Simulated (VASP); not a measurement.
# Mg4C3 (P6/mmm) in VASP: a series of runs, part 2 of 2

VASP 6.6.1.

## Step 3: Relaxation of cell and atoms, PBE

This run uses another cell than the first one, of 12.90 Å³/atom.

File INCAR:

```
SYSTEM = Mg4C3
PREC     = Accurate       ! precision mode
ENCUT    = 600            ! plane-wave cutoff, eV
EDIFF    = 1E-7           ! SCF threshold, eV
ISMEAR   = 0              ! smearing method
SIGMA    = 0.1            ! smearing width, eV
LREAL    = .False.        ! projectors in reciprocal space
LASPH    = .True.         ! aspherical terms in the spheres
NELM     = 100            ! most SCF steps
ALGO     = Normal         ! electronic algorithm
ISIF     = 3              ! what is computed and relaxed
LWAVE    = .False.        ! write WAVECAR
LCHARG   = .False.        ! write CHGCAR
GGA      = PE             ! functional
IBRION   = 2              ! ionic algorithm
NSW      = 100            ! ionic steps
EDIFFG   = -0.01          ! ionic threshold
```

File KPOINTS:

```
Automatic mesh
0
Gamma
  9 9 8
  0 0 0
```

File POSCAR:

```
Mg4C3
1.0
    4.5166546181      0.0000000000      0.0000000000
   -2.2583273091      3.9115376394      0.0000000000
    0.0000000000      0.0000000000      5.1104751252
Mg C
4 3
Direct
    0.0000000000      0.0000000000      0.2356587822
    0.0000000000      0.0000000000      0.7643412178
    0.3333333333      0.6666666667      0.5000000000
    0.6666666667      0.3333333333      0.5000000000
    0.5000000000      0.0000000000      0.0000000000
    0.0000000000      0.5000000000      0.0000000000
    0.5000000000      0.5000000000      0.0000000000
```

Potentials or basis: VASP PAW PBE potentials, release 64 (Mg, C).

On the command line:

```
> cat potpaw_PBE.64/Mg/POTCAR potpaw_PBE.64/C/POTCAR > POTCAR
> mpirun -np 1 vasp_std > vasp.out
```

OUTCAR:

```text
SYSTEM = Mg4C3
   PREC = Accurate
   ENCUT = 600
   EDIFF = 1E-7
   ISMEAR = 0
   LREAL = .False.
   LASPH = .True.
   NELM = 100
   ISIF = 3
   GGA = PE
   IBRION = 2
   NSW = 100
   EDIFFG = -0.01

 ion  position               nearest neighbor table
   1  0.000  0.000  0.236-   2 2.41   7 2.56   7 2.56   5 2.56   5 2.56   6 2.56   6 2.56   2 2.70
                             3 2.94   4 2.94   4 2.94   3 2.94   3 2.94   4 2.94
   2  0.000  0.000  0.764-   1 2.41   7 2.56   7 2.56   5 2.56   5 2.56   6 2.56   6 2.56   1 2.70
                             4 2.94   3 2.94   4 2.94   3 2.94   3 2.94   4 2.94
   3  0.333  0.667  0.500-   4 2.61   4 2.61   4 2.61   1 2.94   2 2.94   2 2.94   1 2.94   2 2.94
                             1 2.94
   4  0.667  0.333  0.500-   3 2.61   3 2.61   3 2.61   1 2.94   2 2.94   1 2.94   2 2.94   1 2.94
                             2 2.94
   5  0.500  0.000  0.000-   1 2.56   2 2.56   1 2.56   2 2.56
   6  0.000  0.500  0.000-   1 2.56   2 2.56   1 2.56   2 2.56
   7  0.500  0.500  0.000-   1 2.56   2 2.56   1 2.56   2 2.56

  LATTYP: Found a hexagonal cell.
 ALAT       =     4.5166546181
 C/A-ratio  =     1.1314735257

  Lattice vectors:

 A1 = (   4.5166546181,   0.0000000000,   0.0000000000)
 A2 = (  -2.2583273091,   3.9115376394,   0.0000000000)
 A3 = (   0.0000000000,   0.0000000000,   5.1104751252)

Analysis of symmetry for initial positions (statically):
=====================================================================
 Subroutine PRICEL returns:
 Original cell was already a primitive cell.

 Routine SETGRP: Setting up the symmetry group for a
 hexagonal supercell.

 Subroutine GETGRP returns: Found 24 space group operations
 (whereof 24 operations were pure point group operations)
 out of a pool of 24 trial point group operations.

The static configuration has the point symmetry D_6h.

Analysis of symmetry for dynamics (positions and initial velocities):
=====================================================================
 Subroutine PRICEL returns:
 Original cell was already a primitive cell.

 Routine SETGRP: Setting up the symmetry group for a
 hexagonal supercell.

 Subroutine GETGRP returns: Found 24 space group operations
 (whereof 24 operations were pure point group operations)
 out of a pool of 24 trial point group operations.

The dynamic configuration has the point symmetry D_6h.

 Subroutine INISYM returns: Found 24 space group operations
 (whereof 24 operations are pure point group operations),
 and found     1 'primitive' translations

----------------------------------------------------------------------------------------

                                     Primitive cell

  volume of cell :      90.2871

  direct lattice vectors                    reciprocal lattice vectors
     4.516654618  0.000000000  0.000000000     0.221402805  0.127826969  0.000000000
    -2.258327309  3.911537639  0.000000000     0.000000000  0.255653938  0.000000000
     0.000000000  0.000000000  5.110475125     0.000000000  0.000000000  0.195676522

  length of vectors
     4.516654618  4.516654618  5.110475125     0.255653938  0.255653938  0.195676522

  position of ions in fractional coordinates (direct lattice)
     0.000000000  0.000000000  0.235658782
     0.000000000  0.000000000  0.764341218
     0.333333333  0.666666667  0.500000000
     0.666666667  0.333333333  0.500000000
     0.500000000  0.000000000  0.000000000
     0.000000000  0.500000000  0.000000000
     0.500000000  0.500000000  0.000000000

  ion indices of the primitive-cell ions
   primitive index   ion index
                 1           1
[... 77 lines left out ...]
   NELM   =    100;   NELMIN=  2; NELMDL= -5     # of ELM steps
   EDIFF  = 0.1E-06   stopping-criterion for ELM
   LREAL  =      F    real-space projection
   EDIFFG = -.1E-01   stopping-criterion for IOM
   NSW    =    100    number of steps for IOM
   IBRION =      2    ionic relax: 0-MD 1-quasi-New 2-CG
   NFREE  =      1    steps in history (QN), initial steepest desc. (CG)
   ISIF   =      3    stress and relaxation
   ISYM   =      2    0-nonsym 1-usesym 2-fastsym
   POTIM  = 0.5000    time-step for ionic-motion
   TEBEG  =    0.0;   TEEND  =   0.0 temperature during run
   PSTRESS=    0.0 pullay stress
   NELECT =      20.0000    total number of electrons
   NUPDOWN=      -1.0000    fix difference up-down
   EMIN   =  10.00;   EMAX   =-10.00  energy-range for DOS
   EFERMI =   0.00;   METHOD = LEGACY
   ISMEAR =     0;   SIGMA  =   0.10  broadening in eV -4-tet -1-fermi 0-gaus
   EFERMI_NEDOS =   21; number of points for ismear=-14 and -15
   IALGO  =     38    algorithm
   IMIX   =      4    mixing-type and parameters
     AMIX     =   0.40;   BMIX     =  1.00
     AMIX_MAG =   1.60;   BMIX_MAG =  1.00
  volume/ion in A,a.u.               =      12.90        87.04
  Fermi-wavevector in a.u.,A,eV,Ry     =   0.990550  1.871868 13.349883  0.981189
  Thomas-Fermi vector in A             =   2.122228
   LORBIT       =      0    0 simple, 1 ext, 2 COOP (PROOUT), +10 PAW based schemes
   GGA     = PE    functional components
   LHFCALC =     F    Hartree Fock is set to
   AEXX    =    0.0000 exact exchange contribution
   IVDW    =     0    specifies the selected vdW correction
   LEPSILON=     F    determine dielectric tensor
   LRPA    =     F    only Hartree local field effects (RPA)
 conjugate gradient relaxation of ions
 non-spin polarized calculation
 Gauss-broadening in eV      SIGMA  =   0.10
  energy-cutoff  :      600.00
  volume of cell :       90.29
 maximum number of plane-waves:      3036
   NGX = 19   NGY = 19   NGZ = 21

--------------------------------------- Ionic step        1  -------------------------------------------

 number of electron      20.0000000 magnetization

 Free energy of the ion-electron system (eV)
  ---------------------------------------------------
  ext. energy  EPLUGINS =         0.00000000
  ---------------------------------------------------
  free energy    TOTEN  =       -22.48314533 eV

  energy without entropy =      -22.46447226  energy(sigma->0) =      -22.47380880

------------------------ aborting loop because EDIFF is reached ----------------------------------------

  FORCE on cell =-STRESS in cart. coord.  units (eV):
  Direction    XX          YY          ZZ          XY          YZ          ZX
  --------------------------------------------------------------------------------------
  -------------------------------------------------------------------------------------
  Total        0.5729616      0.5729616     -1.6989920     -0.0000000      0.0000000      0.0000000
  in kB       10.1674115     10.1674115    -30.1492313     -0.0000000      0.0000000      0.0000000
  external PRESSURE =      -3.2714694 kB  Pullay stress =       0.0000000 kB
[... 233 lines left out ...]
--------------------------------------- Ionic step        7  -------------------------------------------

 number of electron      20.0000000 magnetization

 Free energy of the ion-electron system (eV)
  ---------------------------------------------------
  ext. energy  EPLUGINS =         0.00000000
  ---------------------------------------------------
  free energy    TOTEN  =       -22.52529743 eV

  energy without entropy =      -22.50662178  energy(sigma->0) =      -22.51595961

 E-fermi :   4.6391     XC(G=0): -10.2754

 val. band max:        4.6384621045   @ k =   0.2222   0.2222   0.0000
 cond. band min:       4.6398475828   @ k =   0.3333   0.1111   0.5000
 fundamental gap:      0.0013854784
 Fermi energy:         4.6391076384

 k-point     1 :       0.0000    0.0000    0.0000
  band No.  band energies     occupation
      1      -8.3970      2.00000
      2      -2.3518      2.00000
      3      -2.3518      2.00000
      4      -0.3673      2.00000
      5      -0.3658      2.00000
      6      -0.1277      2.00000
      7       0.7107      2.00000
      8       0.7107      2.00000
      9       4.8204      0.01037
     10       4.8204      0.01037
     11       6.1220      0.00000
     12       7.2923      0.00000
     13       7.2923      0.00000
     14       7.8005      0.00000
[... 377 lines left out ...]
      1      -6.3424      2.00000
      2      -6.3424      2.00000
      3      -4.1505      2.00000
      4       1.3174      2.00000
      5       1.3174      2.00000
      6       1.3375      2.00000
      7       2.7285      2.00000
      8       2.7469      2.00000
      9       2.7469      2.00000
     10       3.7472      2.00000
     11       3.7472      2.00000
     12       4.3750      1.99981
     13       7.1951      0.00000
     14       7.1951      0.00000

 [... further k-points ...]

------------------------ aborting loop because EDIFF is reached ----------------------------------------

  FORCE on cell =-STRESS in cart. coord.  units (eV):
  Direction    XX          YY          ZZ          XY          YZ          ZX
  --------------------------------------------------------------------------------------
  -------------------------------------------------------------------------------------
  Total        0.0272277      0.0272277      0.0126141     -0.0000000      0.0000000      0.0000000
  in kB        0.4883752      0.4883752      0.2262555     -0.0000000      0.0000000      0.0000000
  external PRESSURE =       0.4010020 kB  Pullay stress =       0.0000000 kB
[... 22 lines left out ...]
  FREE ENERGIE OF THE ION-ELECTRON SYSTEM (eV)
  ---------------------------------------------------
  free  energy   TOTEN  =       -22.5252974327 eV

  energy  without entropy=      -22.5066217826  energy(sigma->0) =      -22.51595961

 reached required accuracy - stopping structural energy minimisation
```

Run time: 7.3 min. Hardware: 1 thread of Intel Xeon Platinum 8375C at 2.90GHz (Ice Lake), shared host; peak memory 0.29 GiB.

Results:

```yaml
Free_energy: -22.5253 eV
Relaxed_volume: 12.76 Å³/atom
Relaxed_cell: a = 4.572 Å, b = 4.572 Å, c = 4.935 Å, α = 90.00°, β = 90.00°, γ = 120.00°
Space_group_after_relaxing_to_0.1_Å: P6/mmm (No. 191)
Energy_gained_by_relaxing: 6.0 meV/atom
Ionic_steps: 7
Pressure_after_relaxing: 0.0 GPa
Band_gap_on_the_k_mesh: zero (bands 10 and 11 overlap by 2.53 eV)
```

Forces in eV/Å, atoms in the order of the input:
```
Mg   0.000  0.000 -0.002
Mg   0.000  0.000  0.002
Mg   0.000  0.000  0.000
Mg   0.000  0.000  0.000
C    0.000  0.000  0.000
C    0.000  0.000  0.000
C    0.000  0.000  0.000
```

Step by step:
```
step  energy change (eV)  largest force (eV/Å)  pressure (GPa)  volume (Å³)
   1              0.0000                0.2920           -0.33        90.29
   2             -0.0231                0.0994           -0.21        89.94
   3             -0.0272                0.3714           -0.12        89.71
   4             -0.0398                0.2183            0.04        89.35
   5             -0.0412                0.1427            0.14        89.18
   6             -0.0419                0.0712           -0.01        89.39
   7             -0.0422                0.0024            0.04        89.32
```

Final structure:
```
Mg C
1.0
     4.57163    0.00000    0.00000
    -2.28581    3.95915    0.00000
     0.00000    0.00000    4.93510
Mg C
4 3
Direct
  0.00000 0.00000 0.23546
  0.00000 0.00000 0.76454
  0.33333 0.66667 0.50000
  0.66667 0.33333 0.50000
  0.50000 0.00000 0.00000
  0.00000 0.50000 0.00000
  0.50000 0.50000 0.00000
```

## Step 4: Single point, PBE

This run uses another cell than the first one, of 12.90 Å³/atom.

File INCAR:

```
SYSTEM = Mg4C3
PREC = Accurate ; ENCUT = 520
EDIFF = 1E-6 ; ISMEAR = 0
SIGMA = 0.1 ; LREAL = .False.
LASPH = .True. ; NELM = 100
ALGO = Normal ; ISIF = 2
LWAVE = .False. ; LCHARG = .True.
GGA = PE ; LELF = .True.
LVHAR = .True. ; NBANDS = 19
```

File KPOINTS:

```
regular mesh
0
Gamma
  6 6 4
  0 0 0
```

POSCAR is that of step 3.

On the command line:

```
> cat potpaw_PBE.64/Mg/POTCAR potpaw_PBE.64/C/POTCAR > POTCAR
> mpirun -np 1 vasp_std > vasp.out
```

Run time: 46 s. Hardware: 1 thread of Intel Xeon Platinum 8375C at 2.90GHz (Ice Lake), shared host; peak memory 0.22 GiB.

The run converged. Its results:

```
Free energy            : -22.4631 eV
Pressure               : -0.2 GPa
Largest force          : 0.012 eV/Å
Band gap on the k mesh : zero (bands 10 and 11 overlap by 2.68 eV)
```

Forces on the atoms (eV/Å):
```
Mg   0.000  0.000  0.012
Mg   0.000  0.000 -0.012
Mg   0.000  0.000  0.000
Mg   0.000  0.000  0.000
C    0.000  0.000  0.000
C    0.000  0.000  0.000
C    0.000  0.000  0.000
```

Stress tensor (GPa, compression positive):
```
-0.34  0.00  0.00
 0.00 -0.34  0.00
 0.00  0.00  0.12
```

Levels at points of the mesh, in eV from the Fermi level:
| k point | band 7 | band 8 | band 9 | band 10 | band 11 | band 12 | band 13 | band 14 |
| --- | --- | --- | --- | --- | --- | --- | --- | --- |
| (0.00, 0.00, 0.00) | -4.17 | -4.17 | 0.08 | 0.08 | 1.48 | 2.52 | 2.52 | 2.98 |
| (0.50, 0.00, 0.00) | -2.76 | -2.62 | -0.31 | -0.30 | 0.09 | 0.42 | 0.79 | 1.19 |
| (0.00, 0.00, 0.50) | -4.08 | -1.17 | -0.71 | -0.71 | 1.23 | 1.54 | 1.54 | 2.70 |
| (0.50, 0.00, 0.50) | -1.70 | -0.77 | -0.18 | 0.14 | 0.47 | 0.97 | 1.18 | 2.91 |

## Step 5: Relaxation of cell and atoms, PBE

This run uses another cell than the first one, of 16.10 Å³/atom.

File INCAR:

```
SYSTEM = Mg4C3
PREC = Accurate ; ENCUT = 600
EDIFF = 1E-6 ; ISMEAR = 0
SIGMA = 0.1 ; LREAL = .False.
LASPH = .True. ; NELM = 100
ALGO = Normal ; ISIF = 3
LWAVE = .False. ; LCHARG = .False.
GGA = PE ; IBRION = 2
NSW = 90 ; EDIFFG = -0.04
```

File KPOINTS:

```
Automatic mesh
0
Gamma
  6 6 4
  0 0 0
```

File POSCAR:

```
Mg4C3
1.0
    5.0432314400      0.0000000000      0.0000000000
   -2.5216157200      4.3675665500      0.0000000000
    0.0000000000      0.0000000000      5.1176499200
Mg C
4 3
Direct
    0.0000000000      0.0000000000      0.2596834300
    0.0000000000      0.0000000000      0.7403165700
    0.3333333300      0.6666666700      0.5000000000
    0.6666666700      0.3333333300      0.5000000000
    0.5000000000      0.0000000000      0.0000000000
    0.0000000000      0.5000000000      0.0000000000
    0.5000000000      0.5000000000      0.0000000000
```

On the command line:

```
> cat potpaw_PBE.64/Mg/POTCAR potpaw_PBE.64/C/POTCAR > POTCAR
> mpirun -np 1 vasp_std > vasp.out
```

Run time: 5.4 min. Hardware: 1 thread of Intel Xeon Platinum 8375C at 2.90GHz (Ice Lake), shared host; peak memory 0.28 GiB.

Results (log left out):

```yaml
Free_energy: -22.4729 eV
Relaxed_volume: 12.94 Å³/atom
Relaxed_cell: a = 4.510 Å, b = 4.510 Å, c = 5.142 Å, α = 90.00°, β = 90.00°, γ = 120.00°
Space_group_after_relaxing_to_0.1_Å: P6/mmm (No. 191)
Energy_gained_by_relaxing: 188.3 meV/atom
Ionic_steps: 10
Pressure_after_relaxing: -0.4 GPa
Largest_force_after_relaxing: 0.010 eV/Å
Band_gap_on_the_k_mesh: zero (bands 10 and 11 overlap by 2.69 eV)
```

Forces on the atoms (eV/Å):
```
Mg   0.000  0.000 -0.010
Mg   0.000  0.000  0.010
Mg   0.000  0.000  0.000
Mg   0.000  0.000  0.000
C    0.000  0.000  0.000
C    0.000  0.000  0.000
C    0.000  0.000  0.000
```

Stress tensor (GPa, compression positive):
```
-0.35  0.00  0.00
 0.00 -0.35  0.00
 0.00  0.00 -0.44
```

Step by step:
```tsv
step	energy change (eV)	largest force (eV/Å)	pressure (GPa)	volume (Å³)
1	0.0000	1.9325	-10.25	112.72
2	-1.1021	0.3466	-5.25	96.71
3	-1.2569	0.5428	-0.93	90.12
4	-1.2575	0.6086	-0.59	89.70
5	-1.2908	0.1897	1.02	88.19
6	-1.2910	0.1322	0.88	88.31
7	-1.3011	0.0580	0.34	89.06
8	-1.3127	0.0883	-0.86	90.88
9	-1.3180	0.0130	-0.49	90.65
10	-1.3182	0.0096	-0.38	90.59
```

Final structure:
```yaml
crystal:
  lattice:
    - [4.51006, 0.00000, 0.00000]
    - [-2.25503, 3.90583, 0.00000]
    - [0.00000, 0.00000, 5.14244]
  atoms:
    - { symbol: Mg, position: [0.00000, 0.00000, 0.23559] }
    - { symbol: Mg, position: [0.00000, 0.00000, 0.76441] }
    - { symbol: Mg, position: [0.33333, 0.66667, 0.50000] }
    - { symbol: Mg, position: [0.66667, 0.33333, 0.50000] }
    - { symbol: C, position: [0.50000, 0.00000, 0.00000] }
    - { symbol: C, position: [0.00000, 0.50000, 0.00000] }
    - { symbol: C, position: [0.50000, 0.50000, 0.00000] }
```

Levels at points of the mesh, in eV from the Fermi level:
```
           k point  band 7  band 8  band 9  band 10  band 11  band 12  band 13  band 14
(0.00, 0.00, 0.00)   -4.16   -4.16    0.10     0.10     1.52     2.53     2.53     2.98
(0.50, 0.00, 0.00)   -2.79   -2.61   -0.28    -0.28     0.12     0.45     0.78     1.21
(0.00, 0.00, 0.50)   -4.07   -1.22   -0.67    -0.67     1.20     1.58     1.58     2.63
(0.50, 0.00, 0.50)   -1.66   -0.76   -0.15     0.15     0.50     0.91     1.20     2.89
```

Caveat: the volume moved by over 15 % at a fixed basis, so the end points are rough.

## Step 6: Overview

| task | cell | k mesh | cutoff (eV) | gap on the mesh (eV) | pressure (GPa) | relaxed volume (Å³/atom) | largest force (eV/Å) |
| --- | --- | --- | --- | --- | --- | --- | --- |
| single point | a = 4.577, b = 4.577, c = 4.936 Å, angles 90.0, 90.0, 120.0°, 7 atoms, atomic positions A | 9 × 9 × 8 | 520 | none | -0.1 | - | 0.02 |
| relaxation of cell and atoms | relaxed from a = 4.517, b = 4.517, c = 5.110 Å, angles 90.0, 90.0, 120.0°, 7 atoms, atomic positions A | 9 × 9 × 8 | 600 | none | 0.0 | 12.76 | - |
| single point | a = 4.517, b = 4.517, c = 5.110 Å, angles 90.0, 90.0, 120.0°, 7 atoms, atomic positions A | 6 × 6 × 4 | 520 | none | -0.2 | - | 0.01 |
| relaxation of cell and atoms | relaxed from a = 5.043, b = 5.043, c = 5.118 Å, angles 90.0, 90.0, 120.0°, 7 atoms, atomic positions B | 6 × 6 × 4 | 600 | none | -0.4 | 12.94 | 0.01 |

Alike in all rows: level PBE; potentials or basis VASP PAW PBE potentials, release 64 (Mg, C); no spin polarisation; smearing gaussian 0.1 eV.

Caveats: the volume moved by over 15 % at a fixed basis, so the end points are rough (at least some runs).

Absolute energies hang on the potentials; compare differences alone.
